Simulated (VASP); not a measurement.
Runs of VASP 6.6.1 on Si. The structure is that of space group Fd-3m (No. 227), or close to it. The cells are those of the table. 

| cell | gap on the mesh (eV) | pressure (GPa) |
| --- | --- | --- |
| a = 3.786 Å, angles 60.0°, 2 atoms | 0.83 | (a) |
| a = 3.913 Å, angles 60.0°, 2 atoms | 1.00 | -5.1 |
| a = 3.863 Å, angles 60.0°, 2 atoms | 0.95 | -1.9 |
| a = 3.838 Å, angles 60.0°, 2 atoms | 0.91 | -0.1 |
| a = 3.759 Å, angles 60.0°, 2 atoms | 0.79 | (c) |
| a = 3.812 Å, angles 60.0°, 2 atoms | 0.87 | (b) |
| a = 3.888 Å, angles 60.0°, 2 atoms | 0.97 | -3.6 |

Alike in all rows: task single point; level r2SCAN+D4; potentials or basis VASP PAW PBE potentials, release 64 (Si); no spin polarisation; k mesh 6 × 6 × 6; cutoff (eV) 550; smearing gaussian 0.01 eV.

Q: Fill in the values left out.

A: (a) 4.3; (b) 2.0; (c) 6.9.

Caveats: the PAW data sets were made with another functional, which shifts forces and pressure a little.

A k mesh can miss the band edges.
